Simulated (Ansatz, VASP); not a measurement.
## Two plane-wave programs on TiAl

Contents of INCAR:

```
SYSTEM = TiAl
PREC = Accurate
ENCUT = 520
EDIFF = 1E-6
ISMEAR = 0
SIGMA = 0.15
LREAL = .FALSE.
LASPH = .TRUE.
NELM = 60
ALGO = Normal
ISIF = 2
LWAVE = .FALSE.
LCHARG = .FALSE.
GGA = PS
NBANDS = 14
```

KPOINTS

```
Automatic mesh
0
G
  14 14 14
  0 0 0
```

Contents of POSCAR:

```
TiAl
1.0
    3.2719030624      0.0000000000      0.0000000000
    0.0000000000      3.2719030624      0.0000000000
    0.0000000000      0.0000000000      3.1560751060
Ti Al
1 1
Direct
    0.0000000000      0.0000000000      0.0000000000
    0.5000000000      0.5000000000      0.5000000000
```

Input for Ansatz:

```yaml
crystal:
  lattice:
    - [3.2719030624, 0.0, 0.0]
    - [0.0, 3.2719030624, 0.0]
    - [0.0, 0.0, 3.156075106]
  atoms:
    - { symbol: Ti, position: [0.0, 0.0, 0.0] }
    - { symbol: Al, position: [0.5, 0.5, 0.5] }
basis:
  ecutwfc: 520.0
kpoints:
  mp_grid: { grid: [14, 14, 14] }
hamiltonian:
  xc: pbesol
  pseudopotentials: { kind: paw, azcp: { folder: soft_1 } }
scf:
  occupations: { method: gaussian, width: 0.15 }
output:
  forces: true
  stress: true
  eigenvalues: true
```

Change from the starting cell: normal strain along x +0.0367, normal strain along y +0.0367.

Alike in both runs: task single point; functional PBEsol; k mesh 14 × 14 × 14; occupations gaussian, width 0.15 eV; no spin polarisation.

```csv
,VASP,Ansatz
version,VASP 6.6.1,Ansatz 0.2.0
potentials or method,"VASP PAW PBE potentials, release 64 (Ti_sv, Al), cutoff 520 eV","scalar-relativistic, plane waves, PAW"
valence electrons in the cell,15,15
```

|  | VASP | Ansatz | Ansatz less VASP |
| --- | --- | --- | --- |
| gap on the k mesh at the Fermi level (eV) | none | none | - |
| pressure (GPa) | -7.4 | -7.4 | +0.01 |
| traceless stress, the component that is largest in VASP (GPa) | -0.91 | -0.91 | -0.001 |

VASP's potentials were made for PBE, not for PBEsol, and Ansatz warns of the same on its side. A gap of «none» marks a metal or a gap that the smearing closes.
